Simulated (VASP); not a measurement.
Tc: relaxation of cell and atoms with LDA

Tc:

```xyz
1
Lattice="0.0000 1.9500 1.9500 1.9500 0.0000 1.9500 1.9500 1.9500 0.0000" Properties=species:S:1:pos:R:3 pbc="T T T"
Tc    0.0000    0.0000    0.0000
```

```yaml
Program: VASP 6.6.1
Task: relaxation of cell and atoms
Functional: LDA
Potentials_or_basis: VASP PAW LDA potentials, release 64 (Tc_pv)
Cutoff: 600 eV
k_mesh: 9 × 9 × 9
Occupations: fermi-dirac, width 0.05 eV
Spin: no spin polarisation
Dipole_correction: no
Further_INCAR_settings: ALGO = Fast; EDIFF = 1e-06; IBRION = 2; EDIFFG = -0.01; NSW = 60; ISIF = 3
```

The relaxed volume is 13.84 Å³/atom, the relaxed cell is a = 2.695 Å, b = 2.695 Å, c = 2.695 Å, α = 60.00°, β = 60.00°, γ = 60.00° and the space group after relaxing (to 0.05 Å) is Fm-3m (No. 225). The energy gained by relaxing is 65.4 meV/atom, the ionic steps are 5 and the pressure after relaxing is 0.1 GPa.

The path:
| step | energy change (eV) | largest force (eV/Å) | pressure (GPa) | volume (Å³) |
| --- | --- | --- | --- | --- |
| 1 | 0.0000 | 0.0000 | -19.99 | 14.83 |
| 2 | 0.7103 | 0.0000 | 113.78 | 11.20 |
| 3 | -0.0649 | 0.0000 | -1.91 | 13.93 |
| 4 | -0.0654 | 0.0000 | -0.54 | 13.87 |
| 5 | -0.0654 | 0.0000 | 0.05 | 13.84 |

Final structure:
```
Tc
1.0
     0.00000    1.90579    1.90579
     1.90579    0.00000    1.90579
     1.90579    1.90579    0.00000
Tc
1
Cartesian
  0.0000 0.0000 0.0000
```

Levels at points of the mesh, in eV from the Fermi level:
```tsv
k point	band 4	band 5	band 6	band 7	band 8	band 9	band 10
(0.00, 0.00, 0.00)	-7.71	-1.96	-1.96	-1.96	0.81	0.81	13.95
```

Run time: 11 s on 1 thread of Intel(R) Xeon(R) 6975P-C (Granite Rapids), with other jobs on the host, peak memory 0.14 GiB.

LDA usually gives volumes a few per cent too small. Zero-point motion and thermal expansion aren't in these numbers.
